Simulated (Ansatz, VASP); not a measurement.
## Two plane-wave programs on Sr

Contents of INCAR:

```
ALGO = Fast
EDIFF = 1E-6
ENCUT = 520
GGA = PE
ISIF = 2
ISMEAR = 0
LASPH = True
LCHARG = True
LELF = True
LREAL = False
LVHAR = True
LWAVE = False
NBANDS = 11
NELM = 80
PREC = Accurate
SIGMA = 0.15
```

Contents of KPOINTS:

```
k-points
0
Gamma
  14 14 14
```

File POSCAR:

```
Sr
1.0
    0.0000000000      3.1944675000      3.1184087500
    3.1944675000      0.0000000000      3.1184087500
    3.1944675000      3.1944675000      0.0000000000
Sr
1
Direct
    0.0000000000      0.0000000000      0.0000000000
```

Input for Ansatz:

```yaml
crystal:
  lattice:
    - [0.0, 3.1944675, 3.11840875]
    - [3.1944675, 0.0, 3.11840875]
    - [3.1944675, 3.1944675, 0.0]
  atoms:
    - { symbol: Sr, position: [0.0, 0.0, 0.0] }
basis:
  ecutwfc: 420
kpoints:
  mp_grid: { grid: [14, 14, 14] }
hamiltonian:
  xc: pbe
scf:
  occupations: { method: gaussian, width: 0.15 }
output:
  forces: true
  stress: true
  eigenvalues: true
```

Change from the starting cell: strain +0.050 along x and y, +0.025 along z, atoms carried along.

Alike in both runs: task single point; functional PBE; k mesh 14 × 14 × 14; occupations gaussian, width 0.15 eV; no spin polarisation.

|  | VASP | Ansatz |
| --- | --- | --- |
| version | VASP 6.6.1 | Ansatz 0.2.0 |
| potentials or method | VASP PAW PBE potentials, release 64 (Sr_sv), cutoff 520 eV | scalar-relativistic, plane waves, PAW |
| valence electrons in the cell | 10 | 10 |

```tsv
	VASP	Ansatz	Ansatz less VASP
gap on the k mesh at the Fermi level (eV)	none	none	-
pressure (GPa)	-1.4	-1.4	-0.01
traceless stress, the component that is largest in VASP (GPa)	0.07	0.07	0.000
```

A gap of «none» marks a metal or a gap that the smearing closes.
